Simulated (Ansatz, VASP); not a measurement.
# RbBr in VASP and in Ansatz

The input INCAR:

```
PREC     = Accurate       # precision mode
ENCUT    = 520            # plane-wave cutoff, eV
EDIFF    = 1E-6           # SCF threshold, eV
ISMEAR   = 0              # smearing method
SIGMA    = 0.05           # smearing width, eV
LREAL    = False          # projectors in reciprocal space
LASPH    = True           # aspherical terms in the spheres
NELM     = 60             # most SCF steps
ALGO     = Normal         # electronic algorithm
ISIF     = 2              # what is computed and relaxed
LWAVE    = False          # write WAVECAR
LCHARG   = True           # write CHGCAR
GGA      = PE             # functional
LELF     = True           # ELF
LVHAR    = True         
NBANDS   = 15             # bands
```

The input KPOINTS:

```
regular mesh
0
Gamma
  6 6 6
```

Contents of POSCAR:

```
RbBr
1.0
    4.2486677011      0.0000000000      0.0000000000
    0.0000000000      4.2486677011      0.0000000000
    0.0000000000      0.0000000000      4.1929021031
Rb Br
1 1
Direct
   -0.0694336317      0.0000000000      0.0000000000
    0.5742683689      0.5000000000      0.5000000000
```

Input for Ansatz:

```yaml
crystal:
  lattice:
    - [4.2486677011, 0.0, 0.0]
    - [0.0, 4.2486677011, 0.0]
    - [0.0, 0.0, 4.1929021031]
  atoms:
    - { symbol: Rb, position: [-0.0694336317, 0.0, 0.0] }
    - { symbol: Br, position: [0.5742683689, 0.5, 0.5] }
basis:
  ecutwfc: 420
kpoints:
  mp_grid: { grid: [6, 6, 6] }
hamiltonian:
  xc: pbe
  pseudopotentials: { kind: paw }
scf:
  occupations: { method: gaussian, width: 0.05 }
output:
  forces: true
  stress: true
  eigenvalues: true
```

Change from the starting cell: mode 4 frozen in at -0.311 Å, equal normal strain along x and y +0.0133.

Alike in both runs: task single point; functional PBE; k mesh 6 × 6 × 6; occupations gaussian, width 0.05 eV; no spin polarisation.

|  | VASP | Ansatz |
| --- | --- | --- |
| version | VASP 6.6.1 | Ansatz 0.2.0 |
| potentials or method | VASP PAW PBE potentials, release 64 (Rb_sv, Br), cutoff 520 eV | scalar-relativistic, plane waves, PAW |
| valence electrons in the cell | 16 | 16 |

VASP gave:

| Quantity | Value |
| --- | --- |
| gap on the k mesh at the Fermi level (eV) | 3.94 |
| least direct gap on the mesh (eV) | 4.04 |
| pressure (GPa) | 1.1 |
| traceless stress, the component that is largest in VASP (GPa) | -0.46 |
| rms of the force components (eV/Å) | 0.200 |

Estimate Ansatz's values.

gap on the k mesh at the Fermi level (eV): 3.94; least direct gap on the mesh (eV): 4.04; pressure (GPa): 1.0; traceless stress, the component that is largest in VASP (GPa): -0.45; rms of the force components (eV/Å): 0.197.

Atom by atom the forces differ by 0.003 eV/Å (rms over components).
